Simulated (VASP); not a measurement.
# WC (P1) in VASP: single point with PBE

Aim: the single point of WC with PBE.

All numbers are computed with VASP 6.6.1; they aren't measurements. Logs are shortened: lines on timing, memory, paths and dates and some standing lists are left out, and cuts for length are marked.

## 1. The cell of the first run

The typed cell holds 4 atoms: a = 2.959 Å, b = 4.138 Å, c = 4.126 Å, α = 91.22°, β = 69.03°, γ = 111.11°.

## 2. Single point, PBE

Input file INCAR:

```
SYSTEM = WC
ALGO = Normal
EDIFF = 1E-6
ENCUT = 520
GGA = PE
ISIF = 2
ISMEAR = -1
LASPH = .TRUE.
LCHARG = .FALSE.
LREAL = .FALSE.
LWAVE = .FALSE.
NBANDS = 26
NELM = 100
PREC = Accurate
SIGMA = 0.1
```

Input file KPOINTS:

```
Automatic mesh
0
Gamma
  7 5 5
  0 0.5 0.5
```

Input file POSCAR:

```
WC
1.0
    2.9592310000     -0.0023090000     -0.0034000000
   -1.4849340000      2.5571430000      2.8949610000
    1.4782970000     -2.5514530000      2.8865120000
W C
2 2
Direct
    0.0768790000      0.0359140000      0.9786130000
    0.0593640000      0.5367160000      0.5275520000
    0.5715000000      0.4440730000      0.0937550000
    0.6328050000      0.8678340000      0.6003460000
```

Potentials or basis: VASP PAW PBE potentials, release 64 (W_sv, C).

The run is started by

```
> cat potpaw_PBE.64/W_sv/POTCAR potpaw_PBE.64/C/POTCAR > POTCAR
> mpirun -np 1 vasp_std > vasp.out
```

OUTCAR:

```text
SYSTEM = WC
   EDIFF = 1E-6
   ENCUT = 520
   GGA = PE
   ISIF = 2
   ISMEAR = -1
   LASPH = .TRUE.
   LREAL = .FALSE.
   NELM = 100
   PREC = Accurate

 ion  position               nearest neighbor table
   1  0.077  0.036  0.979-   3 1.98   4 2.14   3 2.32   4 2.33   4 2.41   3 2.57   2 2.75   2 2.84
                             2 2.86   2 3.04   2 3.05   2 3.07
   2  0.059  0.537  0.528-   4 1.88   3 2.02   4 2.13   3 2.22   4 2.57   3 2.62   1 2.75   1 2.84
                             1 2.86   1 3.04   1 3.05   1 3.07
   3  0.572  0.444  0.094-   1 1.98   2 2.02   2 2.22   1 2.32   1 2.57   2 2.62
   4  0.633  0.868  0.600-   2 1.88   2 2.13   1 2.14   1 2.33   1 2.41   2 2.57

  LATTYP: Found a triclinic cell.
 ALAT       =     4.1264059371
 B/A-ratio  =     1.2374669726
 C/A-ratio  =     0.7171455982
 COS(alpha) =     0.0015647516
 COS(beta)  =     0.3579313260
 COS(gamma) =     0.6179117864

  Lattice vectors:

 A1 = (   1.4782970000,  -2.5514530000,   2.8865120000)
 A2 = (   0.0040000000,  -5.1062870000,  -0.0050490000)
 A3 = (   2.9592310000,  -0.0023090000,  -0.0034000000)

Analysis of symmetry for initial positions (statically):
=====================================================================
 Subroutine PRICEL returns:
 Original cell was already a primitive cell.

 Routine SETGRP: Setting up the symmetry group for a
 triclinic supercell.

 Subroutine GETGRP returns: Found  1 space group operations
 (whereof  1 operations were pure point group operations)
 out of a pool of  2 trial point group operations.

The static configuration has the point symmetry C_1 .

Analysis of symmetry for dynamics (positions and initial velocities):
=====================================================================
 Subroutine PRICEL returns:
 Original cell was already a primitive cell.

 Routine SETGRP: Setting up the symmetry group for a
 triclinic supercell.

 Subroutine GETGRP returns: Found  1 space group operations
 (whereof  1 operations were pure point group operations)
 out of a pool of  2 trial point group operations.

The dynamic configuration has the point symmetry C_1 .

 Subroutine INISYM returns: Found  1 space group operations
 (whereof  1 operations are pure point group operations),
 and found     1 'primitive' translations

----------------------------------------------------------------------------------------

                                     Primitive cell

  volume of cell :      43.6809

  direct lattice vectors                    reciprocal lattice vectors
     2.959231000 -0.002309000 -0.003400000     0.338078866  0.196101655  0.000195108
    -1.484934000  2.557143000  2.894961000     0.000351181  0.195666454  0.172774134
     1.478297000 -2.551453000  2.886512000     0.000046011 -0.196008195  0.173159261

  length of vectors
     2.959233854  4.138213201  4.126405937     0.390836560  0.261029473  0.261540330

  position of ions in fractional coordinates (direct lattice)
     0.076879000  0.035914000  0.978613000
     0.059364000  0.536716000  0.527552000
     0.571500000  0.444073000  0.093755000
     0.632805000  0.867834000  0.600346000

  ion indices of the primitive-cell ions
   primitive index   ion index
                 1           1
                 2           2
                 3           3
                 4           4

----------------------------------------------------------------------------------------

 KPOINTS: Automatic mesh

Automatic generation of k-mesh.
 Grid dimensions read from file:
 generate k-points for:    7    5    5

 Generating k-lattice:

  Cartesian coordinates                     Fractional coordinates (reciprocal lattice)
     0.048296981  0.028014522  0.000027873     0.142857143  0.000000000 -0.000000000
     0.000070236  0.039133291  0.034554827    -0.000000000  0.200000000 -0.000000000
     0.000009202 -0.039201639  0.034631852     0.000000000 -0.000000000  0.200000000

  Length of vectors
     0.055833794  0.052205895  0.052308066

  Shift w.r.t. Gamma in fractional coordinates (k-lattice)
     0.000000000  0.500000000  0.500000000

 Subroutine IBZKPT returns following result:
 ===========================================

 Found     88 irreducible k-points:

 Following reciprocal coordinates:
            Coordinates               Weight
  0.000000  0.100000  0.100000      2.000000
  0.142857  0.100000  0.100000      2.000000
  0.285714  0.100000  0.100000      2.000000
  0.428571  0.100000  0.100000      2.000000
 -0.428571  0.100000  0.100000      2.000000
 -0.285714  0.100000  0.100000      2.000000
[... 16 lines left out ...]
  0.142857 -0.300000  0.100000      2.000000
  0.285714 -0.300000  0.100000      2.000000
 [... further k-points ...]
   k-points           NKPTS =     88   k-points in BZ     NKDIM =     88   number of bands    NBANDS=     26
   number of dos      NEDOS =    301   number of ions     NIONS =      4
   total plane-waves  NPLWV =  24576
   dimension x,y,z NGX =    24 NGY =   32 NGZ =   32
   dimension x,y,z NGXF=    48 NGYF=   64 NGZF=   64
   ions per type =               2   2
   NGX,Y,Z   is equivalent  to a cutoff of  13.48, 12.86, 12.89 a.u.
   NGXF,Y,Z  is equivalent  to a cutoff of  26.97, 25.71, 25.78 a.u.
 SYSTEM =  WC
   PREC   = accura    normal or accurate (medium, high low for compatibility)
   ISTART =      0    job   : 0-new  1-cont  2-samecut
   ICHARG =      2    charge: 1-file 2-atom 10-const
   ISPIN  =      1    spin polarized calculation?
   LNONCOLLINEAR =      F non collinear calculations
   LSORBIT =      F    spin-orbit coupling
   LASPH  =      T    aspherical Exc in radial PAW
   ENCUT  =  520.0 eV  38.22 Ry    6.18 a.u.   5.50  7.69  7.67*2*pi/ulx,y,z
   NELM   =    100;   NELMIN=  2; NELMDL= -5     # of ELM steps
   EDIFF  = 0.1E-05   stopping-criterion for ELM
   LREAL  =      F    real-space projection
   EDIFFG = 0.1E-04   stopping-criterion for IOM
   NSW    =      0    number of steps for IOM
   IBRION =     -1    ionic relax: 0-MD 1-quasi-New 2-CG
   NFREE  =      0    steps in history (QN), initial steepest desc. (CG)
   ISIF   =      2    stress and relaxation
   ISYM   =      2    0-nonsym 1-usesym 2-fastsym
   POTIM  = 0.5000    time-step for ionic-motion
   TEBEG  =    0.0;   TEEND  =   0.0 temperature during run
   PSTRESS=    0.0 pullay stress
   NELECT =      36.0000    total number of electrons
   NUPDOWN=      -1.0000    fix difference up-down
   EMIN   =  10.00;   EMAX   =-10.00  energy-range for DOS
   EFERMI =   0.00;   METHOD = LEGACY
   ISMEAR =    -1;   SIGMA  =   0.10  broadening in eV -4-tet -1-fermi 0-gaus
   EFERMI_NEDOS =   21; number of points for ismear=-14 and -15
   IALGO  =     38    algorithm
   IMIX   =      4    mixing-type and parameters
     AMIX     =   0.40;   BMIX     =  1.00
     AMIX_MAG =   1.60;   BMIX_MAG =  1.00
  volume/ion in A,a.u.               =      10.92        73.69
  Fermi-wavevector in a.u.,A,eV,Ry     =   1.534895  2.900530 32.053984  2.355901
  Thomas-Fermi vector in A             =   2.641759
   LORBIT       =      0    0 simple, 1 ext, 2 COOP (PROOUT), +10 PAW based schemes
   GGA     = PE    functional components
   LHFCALC =     F    Hartree Fock is set to
   AEXX    =    0.0000 exact exchange contribution
   IVDW    =     0    specifies the selected vdW correction
   LEPSILON=     F    determine dielectric tensor
   LRPA    =     F    only Hartree local field effects (RPA)
 non-spin polarized calculation
  energy-cutoff  :      520.00
  volume of cell :       43.68
 maximum number of plane-waves:      1189
 NGX is ok and might be reduce to    24
   NGX = 11   NGY = 15   NGZ = 15

 number of electron      36.0000003 magnetization

 Free energy of the ion-electron system (eV)
  ---------------------------------------------------
  ext. energy  EPLUGINS =         0.00000000
  ---------------------------------------------------
  free energy    TOTEN  =       -42.36136962 eV

  energy without entropy =      -42.33393599  energy(sigma->0) =      -42.34765281

 E-fermi :  10.8050     XC(G=0): -13.4528

 val. band max:       10.7327959585   @ k =  -0.4286  -0.1000   0.1000
 cond. band min:      10.8074828518   @ k =  -0.0000  -0.1000   0.1000
 fundamental gap:      0.0746868933
 Fermi energy:        10.8050003754

 k-point     1 :       0.0000    0.1000    0.1000
  band No.  band energies     occupation
      1     -63.5503      2.00000
      2     -63.4505      2.00000
      3     -28.1666      2.00000
      4     -28.0701      2.00000
      5     -27.6973      2.00000
      6     -27.6071      2.00000
[... 18 lines left out ...]
     25      16.8657      0.00000
     26      17.8997      0.00000

 k-point     2 :       0.1429    0.1000    0.1000
  band No.  band energies     occupation
      1     -63.5416      2.00000
      2     -63.4503      2.00000
      3     -28.1609      2.00000
      4     -28.0138      2.00000
      5     -27.7339      2.00000
      6     -27.6513      2.00000
[... 18 lines left out ...]
     25      16.6932      0.00000
     26      18.0512      0.00000

 k-point     3 :       0.2857    0.1000    0.1000
  band No.  band energies     occupation
      1     -63.5238      2.00000
      2     -63.4485      2.00000
      3     -28.1574      2.00000
      4     -27.9870      2.00000
      5     -27.9560      2.00000
      6     -27.6905      2.00000
[... 18 lines left out ...]
     25      17.0267      0.00000
     26      18.5332      0.00000

 k-point     4 :       0.4286    0.1000    0.1000
  band No.  band energies     occupation
      1     -63.5110      2.00000
      2     -63.4455      2.00000
      3     -28.2081      2.00000
      4     -28.1457      2.00000
      5     -28.0621      2.00000
      6     -27.6292      2.00000
[... 18 lines left out ...]
     25      17.0755      0.00000
     26      18.9940      0.00000
[... 496 lines left out ...]
      1     -63.5366      2.00000
      2     -63.4640      2.00000
      3     -28.2046      2.00000
      4     -27.9108      2.00000
      5     -27.6797      2.00000
      6     -27.6451      2.00000
[... 18 lines left out ...]
     25      16.9296      0.00000
     26      18.0216      0.00000

 k-point    23 :       0.1429   -0.3000    0.1000
  band No.  band energies     occupation
      1     -63.5378      2.00000
      2     -63.4541      2.00000
      3     -28.1733      2.00000
      4     -27.9853      2.00000
      5     -27.7215      2.00000
      6     -27.6568      2.00000
[... 18 lines left out ...]
     25      16.5603      0.00000
     26      18.1303      0.00000

 k-point    24 :       0.2857   -0.3000    0.1000
  band No.  band energies     occupation
      1     -63.5276      2.00000
      2     -63.4448      2.00000
      3     -28.1479      2.00000
      4     -27.9791      2.00000
      5     -27.8881      2.00000
      6     -27.7571      2.00000
[... 18 lines left out ...]
     25      17.6467      0.00000
     26      18.2654      0.00000

 [... further k-points ...]

------------------------ aborting loop because EDIFF is reached ----------------------------------------

  FORCE on cell =-STRESS in cart. coord.  units (eV):
  Direction    XX          YY          ZZ          XY          YZ          ZX
  --------------------------------------------------------------------------------------
  -------------------------------------------------------------------------------------
  Total        3.8114698      1.2276381      6.9006024      2.0929378      2.0275344      3.5302632
  in kB      139.8014670     45.0287203    253.1082217     76.7671785     74.3682342    129.4870487
  external PRESSURE =     145.9794697 kB  Pullay stress =       0.0000000 kB

 VOLUME and BASIS-vectors are now :
 -----------------------------------------------------------------------------
  energy-cutoff  :      520.00
  volume of cell :       43.68
      direct lattice vectors                 reciprocal lattice vectors
     2.959231000 -0.002309000 -0.003400000     0.338078866  0.196101655  0.000195108
    -1.484934000  2.557143000  2.894961000     0.000351181  0.195666454  0.172774134
     1.478297000 -2.551453000  2.886512000     0.000046011 -0.196008195  0.173159261

 POSITION                                       TOTAL-FORCE (eV/Angst)
 -----------------------------------------------------------------------------------
      1.62085     -2.40523      2.92849        -3.165051     -3.377891     -0.083050
      0.15856      0.02630      3.07636        -4.577042     -1.506999     -3.858021
      1.17038      0.89503      1.55426         4.415789      1.307517     -0.142603
      1.47143      0.68596      4.24310         3.326304      3.577373      4.083673
 -----------------------------------------------------------------------------------
    total drift:                                0.000021      0.000277      0.000117

  FREE ENERGIE OF THE ION-ELECTRON SYSTEM (eV)
  ---------------------------------------------------
  free  energy   TOTEN  =       -42.3613696229 eV

  energy  without entropy=      -42.3339359887  energy(sigma->0) =      -42.34765281
```

Wall time 1.9 min (1 thread of Intel Xeon 8259CL, shared host); peak memory 0.22 GiB.

What came out:

```
Free energy            : -42.3614 eV
Pressure               : 14.6 GPa
Largest force          : 6.367 eV/Å
Band gap on the k mesh : zero (band 18 reaches 11.29 eV, above the bottom of band 19 at 10.65 eV)
```

Forces on the atoms (eV/Å):
```
W   -3.165 -3.378 -0.083
W   -4.577 -1.507 -3.858
C    4.416  1.308 -0.143
C    3.326  3.577  4.084
```

Caveat: spin-orbit coupling is left out, which moves the levels of the heavy elements; forces of over 1 eV/Å act on the atoms, so gaps and moduli don't describe the material at rest.
